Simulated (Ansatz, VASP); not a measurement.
**N: VASP beside Ansatz**

```xyz
2
Lattice="9.0000 0.0000 0.0000 0.0000 9.5000 0.0000 0.0000 0.0000 10.0000" Properties=species:S:1:pos:R:3 pbc="T T T"
N     4.5000    4.7500    4.4489
N     4.5000    4.7500    5.5511
```

Alike in both runs: functional PBE; k mesh 1 × 1 × 1; occupations fermi-dirac, width 0.05 eV; no spin polarisation.

Ansatz relaxed the structure, and its values are those at the end. VASP's run is a single point on that final structure, the one shown.

|  | VASP | Ansatz |
| --- | --- | --- |
| version | VASP 6.6.1 | Ansatz 0.2.0 |
| potentials or method | VASP PAW PBE potentials, release 64 (N), cutoff 520 eV | plane waves, PAW |
| valence electrons in the cell | 10 | 10 |

VASP gave:

| Item | Value |
| --- | --- |
| rms of the force components (eV/Å) | 1.000 |

Question: What did Ansatz give for the same quantities?

Answer: rms of the force components (eV/Å): 0.004.

One of these differences is far larger than is usual between the two programs; its cause wasn't traced. Ansatz's warnings: stress scf threshold loose.

Noted on VASP's run: the standard files for N, O and F lose accuracy on very short bonds.
